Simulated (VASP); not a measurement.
# BaTiO3 (R3m) in VASP: notebook

BaTiO3 is run at these levels: PBE; tasks: single point.

Program: VASP 6.6.1. These are calculated values, not measurements. Logs are shortened: lines on timing, memory, paths and dates and some standing lists are left out, and cuts for length are marked.

## 1. The cell of the first run

It takes space group R3m (No. 160, trigonal). Conventional cell: a = 5.726 Å, b = 5.726 Å, c = 7.069 Å, α = 90.00°, β = 90.00°, γ = 120.00°. Ba (site symmetry 3m) has 12 O at 2.71 to 3.06 Å and 8 Ti at 3.51 to 3.54 Å within 3.6 Å. Within 2.5 Å of Ti (site symmetry 3m) lie 6 O at 1.87 to 2.21 Å. O (site symmetry m) has 2 Ti at 1.87 to 2.21 Å within 2.5 Å.

## 2. Single point, PBE

Contents of INCAR:

```
  ALGO = Normal
  EDIFF = 1E-6
  ENCUT = 1340
  GGA = PE
  GGA_COMPAT = False
  ISIF = 2
  ISMEAR = 0
  LASPH = True
  LCHARG = False
  LREAL = False
  LWAVE = False
  NBANDS = 28
  NELM = 120
  PREC = Accurate
  SIGMA = 0.05
```

Contents of KPOINTS:

```
k-points
0
Gamma
  6 6 6
```

Contents of POSCAR:

```
BaTiO3
1.0
    2.8630706910      1.6529946342      2.3563003940
   -2.8630706910      1.6529946342      2.3563003940
    0.0000000000     -3.3059892684      2.3563003940
Ba Ti O
1 1 3
Direct
    0.0191009907      0.0191009907      0.0191009907
    0.5191875227      0.5191875227      0.5191875227
    0.4883938465      0.4883938465      0.9777702638
    0.4883938465      0.9777702638      0.4883938465
    0.9777702638      0.4883938465      0.4883938465
```

Potentials or basis: VASP PAW PBE potentials, release 64 (Ba_sv, Ti_sv, O_h).

Command:

```bash
> cat potpaw_PBE.64/Ba_sv/POTCAR potpaw_PBE.64/Ti_sv/POTCAR potpaw_PBE.64/O_h/POTCAR > POTCAR
> mpirun -np 1 vasp_std > vasp.out
```

OUTCAR:

```text
EDIFF = 1E-6
   ENCUT = 1340
   GGA = PE
   ISIF = 2
   ISMEAR = 0
   LASPH = True
   LREAL = False
   NELM = 120
   PREC = Accurate

 ion  position               nearest neighbor table
   1  0.019  0.019  0.019-   4 2.71   5 2.71   3 2.71   3 2.87   3 2.87   4 2.87   5 2.87   5 2.87
                             4 2.87   5 3.06   4 3.06   3 3.06   2 3.51   2 3.51   2 3.51   2 3.51
   2  0.519  0.519  0.519-   4 1.87   5 1.87   3 1.87   4 2.21   5 2.21   3 2.21   1 3.51   1 3.51
                             1 3.51   1 3.51   1 3.51   1 3.51   1 3.53   1 3.54
   3  0.488  0.488  0.978-   2 1.87   2 2.21   1 2.71   1 2.87   1 2.87   1 3.06
   4  0.488  0.978  0.488-   2 1.87   2 2.21   1 2.71   1 2.87   1 2.87   1 3.06
   5  0.978  0.488  0.488-   2 1.87   2 2.21   1 2.71   1 2.87   1 2.87   1 3.06

  LATTYP: Found a trigonal (rhomboedric) cell.
 ALAT       =     4.0597680462
 COS(alpha) =     0.0053009664

  Lattice vectors:

 A1 = (   2.8630706910,   1.6529946342,   2.3563003940)
 A2 = (  -2.8630706910,   1.6529946342,   2.3563003940)
 A3 = (   0.0000000000,  -3.3059892684,   2.3563003940)

Analysis of symmetry for initial positions (statically):
=====================================================================
 Subroutine PRICEL returns:
 Original cell was already a primitive cell.

 Routine SETGRP: Setting up the symmetry group for a
 trigonal (rhombohedral) supercell.

 Subroutine GETGRP returns: Found  6 space group operations
 (whereof  6 operations were pure point group operations)
 out of a pool of 12 trial point group operations.

The static configuration has the point symmetry C_3v.

Analysis of symmetry for dynamics (positions and initial velocities):
=====================================================================
 Subroutine PRICEL returns:
 Original cell was already a primitive cell.

 Routine SETGRP: Setting up the symmetry group for a
 trigonal (rhombohedral) supercell.

 Subroutine GETGRP returns: Found  6 space group operations
 (whereof  6 operations were pure point group operations)
 out of a pool of 12 trial point group operations.

The dynamic configuration has the point symmetry C_3v.

 Subroutine INISYM returns: Found  6 space group operations
 (whereof  6 operations are pure point group operations),
 and found     1 'primitive' translations

----------------------------------------------------------------------------------------

                                     Primitive cell

[... 97 lines left out ...]
   LREAL  =      F    real-space projection
   EDIFFG = 0.1E-04   stopping-criterion for IOM
   NSW    =      0    number of steps for IOM
   IBRION =     -1    ionic relax: 0-MD 1-quasi-New 2-CG
   NFREE  =      0    steps in history (QN), initial steepest desc. (CG)
   ISIF   =      2    stress and relaxation
   ISYM   =      2    0-nonsym 1-usesym 2-fastsym
   POTIM  = 0.5000    time-step for ionic-motion
   TEBEG  =    0.0;   TEEND  =   0.0 temperature during run
   PSTRESS=    0.0 pullay stress
   NELECT =      40.0000    total number of electrons
   NUPDOWN=      -1.0000    fix difference up-down
   EMIN   =  10.00;   EMAX   =-10.00  energy-range for DOS
   EFERMI =   0.00;   METHOD = LEGACY
   ISMEAR =     0;   SIGMA  =   0.05  broadening in eV -4-tet -1-fermi 0-gaus
   EFERMI_NEDOS =   21; number of points for ismear=-14 and -15
   IALGO  =     38    algorithm
   IMIX   =      4    mixing-type and parameters
     AMIX     =   0.40;   BMIX     =  1.00
     AMIX_MAG =   1.60;   BMIX_MAG =  1.00
  volume/ion in A,a.u.               =      13.38        90.31
  Fermi-wavevector in a.u.,A,eV,Ry     =   1.379112  2.606145 25.877617  1.901951
  Thomas-Fermi vector in A             =   2.504112
   LORBIT       =      0    0 simple, 1 ext, 2 COOP (PROOUT), +10 PAW based schemes
   GGA     = PE    functional components
   LHFCALC =     F    Hartree Fock is set to
   AEXX    =    0.0000 exact exchange contribution
   IVDW    =     0    specifies the selected vdW correction
   LEPSILON=     F    determine dielectric tensor
   LRPA    =     F    only Hartree local field effects (RPA)
 non-spin polarized calculation
 Gauss-broadening in eV      SIGMA  =   0.05
  energy-cutoff  :     1340.00
  volume of cell :       66.91
 maximum number of plane-waves:      7484
   NGX = 25   NGY = 25   NGZ = 25

 number of electron      39.9999998 magnetization

 Free energy of the ion-electron system (eV)
  ---------------------------------------------------
  ext. energy  EPLUGINS =         0.00000000
  ---------------------------------------------------
  free energy    TOTEN  =       -40.05152048 eV

  energy without entropy =      -40.05152048  energy(sigma->0) =      -40.05152048

 E-fermi :   4.0167     XC(G=0): -11.0054

 val. band max:        3.7615639726   @ k =   0.5000   0.5000   0.5000
 cond. band min:       6.3576254691   @ k =   0.0000   0.0000   0.0000
 fundamental gap:      2.5960614966
 Fermi energy:         4.0166759191

 k-point     1 :       0.0000    0.0000    0.0000
  band No.  band energies     occupation
      1     -52.5371      2.00000
      2     -28.7918      2.00000
      3     -28.7893      2.00000
      4     -28.7893      2.00000
      5     -21.0908      2.00000
      6     -12.9470      2.00000
[... 733 lines left out ...]
     27      11.7475      0.00000
     28      12.2513      0.00000

 [... further k-points ...]

------------------------ aborting loop because EDIFF is reached ----------------------------------------

  FORCE on cell =-STRESS in cart. coord.  units (eV):
  Direction    XX          YY          ZZ          XY          YZ          ZX
  --------------------------------------------------------------------------------------
  -------------------------------------------------------------------------------------
  Total        0.6914018      0.6914018      1.0060106      0.0000000     -0.0000000      0.0000000
  in kB       16.5560090     16.5560090     24.0894966      0.0000000     -0.0000000      0.0000000
  external PRESSURE =      19.0671715 kB  Pullay stress =       0.0000000 kB

 VOLUME and BASIS-vectors are now :
 -----------------------------------------------------------------------------
  energy-cutoff  :     1340.00
  volume of cell :       66.91
      direct lattice vectors                 reciprocal lattice vectors
     2.863070691  1.652994634  2.356300394     0.174637672  0.100827107  0.141464702
    -2.863070691  1.652994634  2.356300394    -0.174637672  0.100827107  0.141464702
     0.000000000 -3.305989268  2.356300394     0.000000000 -0.201654214  0.141464702

 POSITION                                       TOTAL-FORCE (eV/Angst)
 -----------------------------------------------------------------------------------
      0.00000      0.00000      0.13502        -0.000000      0.000000     -0.652223
      0.00000      0.00000      3.67009        -0.000000      0.000000      0.266596
      0.00000     -1.61787      4.60553        -0.000000     -0.010553      0.128542
     -1.40112      0.80894      4.60553        -0.009139      0.005276      0.128542
      1.40112      0.80894      4.60553         0.009139      0.005276      0.128542
 -----------------------------------------------------------------------------------
    total drift:                               -0.000000     -0.000000     -0.000928

  FREE ENERGIE OF THE ION-ELECTRON SYSTEM (eV)
  ---------------------------------------------------
  free  energy   TOTEN  =       -40.0515204809 eV

  energy  without entropy=      -40.0515204809  energy(sigma->0) =      -40.05152048
```

stdout:

```text
POSCAR found type information on POSCAR BaTiO
 POSCAR found :  3 types and       5 ions
 scaLAPACK will be used
 LDA part: xc-table for (Slater+PW92), standard interpolation
 POSCAR, INCAR and KPOINTS ok, starting setup
 FFT: planning ... GRIDC
 FFT: planning ... GRID_SOFT
 FFT: planning ... GRID
 WAVECAR not read
 entering main loop
```

Wall time 2.9 min (1 thread of AMD EPYC 7R13 (Zen 3), shared host); peak memory 0.45 GiB.

Results:

```
Free energy            : -40.0515 eV
Pressure               : 1.9 GPa
Largest force          : 0.652 eV/Å
Band gap on the k mesh : 2.60 eV (least direct gap 3.15 eV)
```

Forces on the atoms (eV/Å):
```
Ba   0.000  0.000 -0.652
Ti   0.000  0.000  0.267
O    0.000 -0.011  0.129
O   -0.009  0.005  0.129
O    0.009  0.005  0.129
```

Caveat: the cell differs from its parent crystal (all Ba atoms moved -0.100 Å, as atom 1 towards its neighbour atom 2 (Ti) at 3.434 Å); spin-orbit coupling is left out, which moves the levels of the heavy elements.

## 3. Single point, PBE

Contents of INCAR:

```
SYSTEM = BaTiO3
ALGO = Normal
EDIFF = 1E-6
ENCUT = 1340
GGA = PE
GGA_COMPAT = .False.
ISIF = 2
ISMEAR = 0
LASPH = .True.
LCHARG = .True.
LELF = .True.
LREAL = .False.
LVHAR = .True.
LWAVE = .False.
NBANDS = 28
NELM = 120
PREC = Accurate
SIGMA = 0.05
```

Contents of KPOINTS:

```
k-points
0
Gamma
  6 6 6
  0 0 0
```

POSCAR, as its differences from that of step 2:

```diff
@@ -8,3 +8,3 @@
 Direct
-    0.0191009907      0.0191009907      0.0191009907
+   -0.0233384199     -0.0233384199     -0.0233384199
     0.5191875227      0.5191875227      0.5191875227
```

Potentials or basis: VASP PAW PBE potentials, release 64 (Ba_sv, Ti_sv, O_h).

Command:

```bash
> cat potpaw_PBE.64/Ba_sv/POTCAR potpaw_PBE.64/Ti_sv/POTCAR potpaw_PBE.64/O_h/POTCAR > POTCAR
> mpirun -np 1 vasp_std > vasp.out
```

OUTCAR:

```text
SYSTEM = BaTiO3
   EDIFF = 1E-6
   ENCUT = 1340
   GGA = PE
   ISIF = 2
   ISMEAR = 0
   LASPH = .True.
   LREAL = .False.
   NELM = 120
   PREC = Accurate

 ion  position               nearest neighbor table
   1  0.977  0.977  0.977-   4 2.81   5 2.81   3 2.81   3 2.86   3 2.86   5 2.86   4 2.86   5 2.86
                             4 2.86   5 2.95   4 2.95   3 2.95   2 3.23   2 3.42   2 3.42   2 3.42
   2  0.519  0.519  0.519-   4 1.87   5 1.87   3 1.87   4 2.21   5 2.21   3 2.21   1 3.23   1 3.42
[... 953 lines left out ...]
  -------------------------------------------------------------------------------------
  Total        0.5589560      0.5589560      1.1098581     -0.0000000      0.0000000      0.0000000
  in kB       13.3845193     13.3845193     26.5761844     -0.0000000      0.0000000      0.0000000
  external PRESSURE =      17.7817410 kB  Pullay stress =       0.0000000 kB

 VOLUME and BASIS-vectors are now :
 -----------------------------------------------------------------------------
  energy-cutoff  :     1340.00
  volume of cell :       66.91
      direct lattice vectors                 reciprocal lattice vectors
     2.863070691  1.652994634  2.356300394     0.174637672  0.100827107  0.141464702
    -2.863070691  1.652994634  2.356300394    -0.174637672  0.100827107  0.141464702
     0.000000000 -3.305989268  2.356300394     0.000000000 -0.201654214  0.141464702

 POSITION                                       TOTAL-FORCE (eV/Angst)
 -----------------------------------------------------------------------------------
      0.00000      0.00000      6.90392         0.000000     -0.000000      1.076654
      0.00000      0.00000      3.67009         0.000000      0.000000     -0.738519
      0.00000     -1.61787      4.60553         0.000000      0.021587     -0.112712
     -1.40112      0.80894      4.60553         0.018695     -0.010793     -0.112712
      1.40112      0.80894      4.60553        -0.018695     -0.010793     -0.112712
 -----------------------------------------------------------------------------------
    total drift:                               -0.000000     -0.000000     -0.000319

  FREE ENERGIE OF THE ION-ELECTRON SYSTEM (eV)
  ---------------------------------------------------
  free  energy   TOTEN  =       -39.9839663900 eV

  energy  without entropy=      -39.9839663900  energy(sigma->0) =      -39.98396639
```

OSZICAR:

```text
N       E                     dE             d eps       ncg     rms          rms(c)
DAV:   1     0.673362685985E+03    0.67336E+03   -0.35361E+04  1792   0.310E+03
DAV:   2     0.778407111716E+02   -0.59552E+03   -0.57025E+03  1844   0.639E+02
DAV:   3    -0.419505860768E+02   -0.11979E+03   -0.11345E+03  2740   0.214E+02
DAV:   4    -0.500805329047E+02   -0.81299E+01   -0.80973E+01  2396   0.538E+01
DAV:   5    -0.504391695961E+02   -0.35864E+00   -0.35829E+00  2812   0.111E+01    0.238E+01
DAV:   6    -0.401949485857E+02    0.10244E+02   -0.55473E+01  2792   0.680E+01    0.106E+01
DAV:   7    -0.401978627452E+02   -0.29142E-02   -0.13347E+01  2476   0.268E+01    0.742E+00
DAV:   8    -0.400040173090E+02    0.19385E+00   -0.74121E-01  2196   0.748E+00    0.419E+00
DAV:   9    -0.400143661687E+02   -0.10349E-01   -0.52336E-01  2704   0.695E+00    0.180E+00
DAV:  10    -0.399916632936E+02    0.22703E-01   -0.25709E-01  2376   0.484E+00    0.770E-01
DAV:  11    -0.399848925900E+02    0.67707E-02   -0.44037E-02  2440   0.130E+00    0.337E-01
DAV:  12    -0.399842637155E+02    0.62887E-03   -0.99921E-03  2272   0.959E-01    0.158E-01
DAV:  13    -0.399839448490E+02    0.31887E-03   -0.14180E-03  2232   0.402E-01    0.169E-02
DAV:  14    -0.399839666238E+02   -0.21775E-04   -0.10313E-04  2640   0.796E-02    0.131E-02
DAV:  15    -0.399839668529E+02   -0.22910E-06   -0.23023E-05  2232   0.483E-02    0.489E-03
DAV:  16    -0.399839663900E+02    0.46291E-06   -0.20986E-06  1612   0.151E-02
   1 F= -.39983966E+02 E0= -.39983966E+02  d E =-.185992E-21
```

Wall time 3 min (1 thread of Intel Xeon Platinum 8124M at 3.00GHz (Skylake/Cascade Lake), shared host); peak memory 0.5 GiB.

Results:

* Free energy: -39.9840 eV
* Pressure: 1.8 GPa
* Largest force: 1.077 eV/Å
* Band gap on the k mesh: 2.55 eV (least direct gap 3.08 eV)

Forces on the atoms (eV/Å):
```
Ba   0.000  0.000  1.077
Ti   0.000  0.000 -0.739
O    0.000  0.022 -0.113
O    0.019 -0.011 -0.113
O   -0.019 -0.011 -0.113
```

Caveat: the cell differs from its parent crystal (all Ba atoms moved +0.200 Å, as atom 1 towards its neighbour atom 2 (Ti) at 3.434 Å); spin-orbit coupling is left out, which moves the levels of the heavy elements; forces of over 1 eV/Å act on the atoms, so gaps and moduli don't describe the material at rest.
